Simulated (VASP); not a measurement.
A run of VASP 6.6.1 is set up as follows.

Contents of INCAR:

```
SYSTEM = MnI2
PREC = Accurate ; ENCUT = 520
EDIFF = 1E-6 ; ISMEAR = 0
SIGMA = 0.05 ; LREAL = .False.
LASPH = .True. ; NELM = 150
ALGO = Normal ; ISIF = 2
LWAVE = .False. ; LCHARG = .True.
ISPIN = 2 ; MAGMOM = 5.08 5.08 0.05 0.05 0.05 0.05
LORBIT = 11 ; LMAXMIX = 4
LDAU = .True. ; LDAUTYPE = 2
LDAUL = 2 -1 ; LDAUU = 4 0
LDAUJ = 0 0 ; LDAUPRINT = 1
LELF = .True. ; LVHAR = .True.
NBANDS = 40
```

The input KPOINTS:

```
Automatic mesh
0
Gamma
  5 5 2
  0 0 0
```

File POSCAR:

```
MnI2
1.0
    4.1600013200      0.0000000000      0.0000000000
   -2.0800006600      3.6026668200      0.0000000000
    0.0000000000      0.0000000000     13.6399982000
Mn I
2 4
Direct
    0.0000000000      0.0000000000      0.0000000000
    0.0000000000      0.0000000000      0.5000000000
    0.3333333333      0.6666666667      0.1250000000
    0.6666666667      0.3333333333      0.3750000000
    0.3333333333      0.6666666667      0.6250000000
    0.6666666667      0.3333333333      0.8750000000
```

Potentials or basis: VASP PAW LDA potentials, release 64 (Mn_pv, I).

The run is started by

```sh
$ cat potpaw_LDA.64/Mn_pv/POTCAR potpaw_LDA.64/I/POTCAR > POTCAR
$ mpirun -np 1 vasp_std > vasp.out
```

What does it give for the site moments?

Mn +4.55; I +0.05 μB.

Predict the net moment.

10.01 μB per cell.

What does it give for the pressure?

-2.7 GPa.

What does it give for the band gap on the k mesh?

2.28 eV.

Eigenvalues of the final occupation matrices:
```csv
site,spin,trace,eigenvalues
site 1 d,1,4.70,0.93 0.93 0.93 0.95 0.95
site 1 d,2,0.19,0.01 0.01 0.01 0.08 0.08
site 2 d,1,4.70,0.93 0.93 0.93 0.95 0.95
site 2 d,2,0.19,0.01 0.01 0.01 0.08 0.08
```

Caveat: spin-orbit coupling is left out, which moves the levels of the heavy elements. A k mesh can miss the band edges.
